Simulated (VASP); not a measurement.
Write the native input for VASP 6.6.1 that does the following.

```yaml
Task: single point
Functional: PBE
Potentials_or_basis: VASP PAW PBE potentials, release 64 (Ga_d, Pd, S)
Cutoff: 520 eV
k_mesh: 6 × 6 × 2
Occupations: gaussian, width 0.1 eV
Spin: collinear spin
Starting_moments: "[0.0, 0.0, 1.0, 0.0, 0.0, 0.0] μB"
Dipole_correction: no
Further_INCAR_settings: ALGO = Normal; EDIFF = 1e-06; NBANDS = 40
```

The structure of Ga2PdS3 lies in POSCAR:

```
Ga2PdS3
1.0
    4.8081847600      0.0000000000      0.0000000000
   -2.4040923800      4.1640101400      0.0000000000
    0.0000000000      0.0000000000      7.5253344400
Ga Pd S
2 1 3
Direct
    0.0000000000      0.0000000000      0.9761848400
    0.0000000000      0.0000000000      0.2133704300
    0.0000000000      0.0000000000      0.5404145500
    0.5000000000      0.0000000000      0.1411954100
    0.0000000000      0.5000000000      0.1411954100
    0.5000000000      0.5000000000      0.1411954100
```

The cell was generated, and may not be a known phase.

One way to write it, as run:

INCAR

```
SYSTEM = Ga2PdS3
PREC     = Accurate       ! precision mode
ENCUT    = 520            ! plane-wave cutoff, eV
EDIFF    = 1E-6           ! SCF threshold, eV
ISMEAR   = 0              ! smearing method
SIGMA    = 0.1            ! smearing width, eV
LREAL    = .False.        ! projectors in reciprocal space
LASPH    = .True.         ! aspherical terms in the spheres
NELM     = 150            ! most SCF steps
ALGO     = Normal         ! electronic algorithm
ISIF     = 2              ! what is computed and relaxed
LWAVE    = .False.        ! write WAVECAR
LCHARG   = .False.        ! write CHGCAR
ISPIN    = 2              ! spin polarisation
MAGMOM   = 0 0 1 0 0 0    ! initial moments
LORBIT   = 11             ! projections on sites
LMAXMIX  = 4              ! l up to which the mixer works
GGA      = PE             ! functional
NBANDS   = 40             ! bands
```

KPOINTS

```
regular mesh
0
Gamma
  6 6 2
  0 0 0
```

Potentials or basis: VASP PAW PBE potentials, release 64 (Ga_d, Pd, S).

Launch:

```bash
$ cat potpaw_PBE.64/Ga_d/POTCAR potpaw_PBE.64/Pd/POTCAR potpaw_PBE.64/S/POTCAR > POTCAR
$ mpirun -np 1 vasp_std > vasp.out
```

It gave:

```json
{
  "Pressure": "22.9 GPa",
  "Largest force": "20.473 eV/Å",
  "Band gap on the k mesh": "zero (filled and empty bands overlap)",
  "Net moment": "0.00 μB per cell",
  "Valence electrons inside the program's atomic spheres": "Ga 11.97, 12.19; Pd 9.12; S 3.64"
}
```

Caveat: the k points lie up to 0.42 Å⁻¹ apart; forces of over 1 eV/Å act on the atoms, so gaps and moduli don't describe the material at rest.

Wall time 100 s on 1 thread of AMD EPYC 9R45 96-Core Processor (Zen 5), on a shared host, peak memory 0.35 GiB.
